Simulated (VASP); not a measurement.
Wanted: the native input for a VASP 6.6.1 run.

* Task: single point
* Functional: PBE
* Potentials or basis: VASP PAW PBE potentials, release 64 (Co, O)
* Cutoff: 520 eV
* k mesh: 12 × 12 × 12
* Occupations: fermi-dirac, width 0.05 eV
* Spin: collinear spin, ferromagnetic start
* Starting moments: [2.0, 0.0] μB
* Dipole correction: no
* Further INCAR settings: ALGO = Normal; EDIFF = 1e-06; NBANDS = 18

The structure of CoO lies in POSCAR:

```
CoO
1.0
   -1.4772162830      1.4772162830      2.0642331802
    1.4772162830     -1.4772162830      2.0642331802
    1.4772162830      1.4772162830     -2.0642331802
Co O
1 1
Direct
    0.0000000000      0.0000000000      0.0000000000
    0.5000000000      0.5000000000      0.0000000000
```

The input as run:

INCAR

```
ALGO = Normal
EDIFF = 1E-6
ENCUT = 520
GGA = PE
ISIF = 2
ISMEAR = -1
ISPIN = 2
LASPH = T
LCHARG = F
LMAXMIX = 4
LORBIT = 11
LREAL = F
LWAVE = F
MAGMOM = 2 0
NBANDS = 18
NELM = 150
PREC = Accurate
SIGMA = 0.05
```

KPOINTS

```
k-points
0
Gamma
  12 12 12
```

Potentials or basis: VASP PAW PBE potentials, release 64 (Co, O).

Launch:

```sh
$ cat potpaw_PBE.64/Co/POTCAR potpaw_PBE.64/O/POTCAR > POTCAR
$ mpirun -np 1 vasp_std > vasp.out
```

Results of the run:

```yaml
Pressure: 9.8 GPa
Net_moment: 2.59 μB per cell
Site_moments: Co +2.33; O +0.22 μB
Valence_electrons_inside_the_program's_atomic_spheres: Co 7.93; O 5.01
```

Caveat: a cell with one magnetic atom can't hold antiferromagnetic order, which such compounds often take.

Wall time 110 s on 1 thread of Intel(R) Xeon(R) Platinum 8259CL CPU @ 2.50GHz (Skylake/Cascade Lake), on a shared host, peak memory 0.21 GiB.
